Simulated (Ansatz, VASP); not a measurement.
BaZrO3: VASP beside Ansatz

INCAR

```
ALGO = Normal ; EDIFF = 1E-7
EDIFFG = -0.01 ; ENCUT = 600
GGA = PE ; IBRION = 2
ISIF = 3 ; ISMEAR = 0
LASPH = T ; LCHARG = F
LREAL = F ; LWAVE = F
NELM = 100 ; NSW = 100
PREC = Accurate ; SIGMA = 0.02
```

Contents of KPOINTS:

```
k-points
0
Gamma
  6 6 6
```

Contents of POSCAR:

```
BaZrO3
1.0
    4.2269242802      0.0000000000      0.0000000000
    0.0000000000      4.2269242802      0.0000000000
    0.0000000000      0.0000000000      4.2269242802
Ba Zr O
1 1 3
Direct
    0.0000000000      0.0000000000      0.0000000000
    0.5000000000      0.5000000000      0.5000000000
    0.0000000000      0.5000000000      0.5000000000
    0.5000000000      0.0000000000      0.5000000000
    0.5000000000      0.5000000000      0.0000000000
```

Input for Ansatz:

```yaml
crystal:
  lattice:
    - [4.2269242802, 0.0, 0.0]
    - [0.0, 4.2269242802, 0.0]
    - [0.0, 0.0, 4.2269242802]
  atoms:
    - { symbol: Ba, position: [0.0, 0.0, 0.0] }
    - { symbol: Zr, position: [0.5, 0.5, 0.5] }
    - { symbol: O, position: [0.0, 0.5, 0.5] }
    - { symbol: O, position: [0.5, 0.0, 0.5] }
    - { symbol: O, position: [0.5, 0.5, 0.0] }
basis:
  ecutwfc: 420
kpoints:
  mp_grid: { grid: [6, 6, 6] }
hamiltonian:
  xc: pbe
scf:
  occupations: { method: gaussian, width: 0.02 }
output:
  forces: true
  stress: true
  eigenvalues: true
  write_density: true
  write_potential: true
  elf: true
  volumetric_format: npy
relax:
  adjacent_minimum: "off"
  f_tol: 0.01
  max_steps: 80
  cell: { stress_tol: 0.05 }
```

Alike in both runs: task relaxation of cell and atoms; functional PBE; k mesh 6 × 6 × 6; occupations gaussian, width 0.02 eV; no spin polarisation.

```csv
,VASP,Ansatz
version,VASP 6.6.1,Ansatz 0.2.0
potentials or method,"VASP PAW PBE potentials, release 64 (Ba_sv, Zr_sv, O), cutoff 600 eV","scalar-relativistic, plane waves, PAW"
valence electrons in the cell,40,40
```

Ansatz gave:

- gap on the k mesh at the Fermi level, each at its own relaxed structure (eV): 3.18
- relaxed volume (Å³/atom): 15.10
- relaxed cell length with the largest relative difference (Å): 4.227

**Question.** What did VASP give for the same quantities?

**Answer.** gap on the k mesh at the Fermi level, each at its own relaxed structure (eV): 3.12; relaxed volume (Å³/atom): 15.19; relaxed cell length with the largest relative difference (Å): 4.235.

Spin-orbit coupling is off throughout.
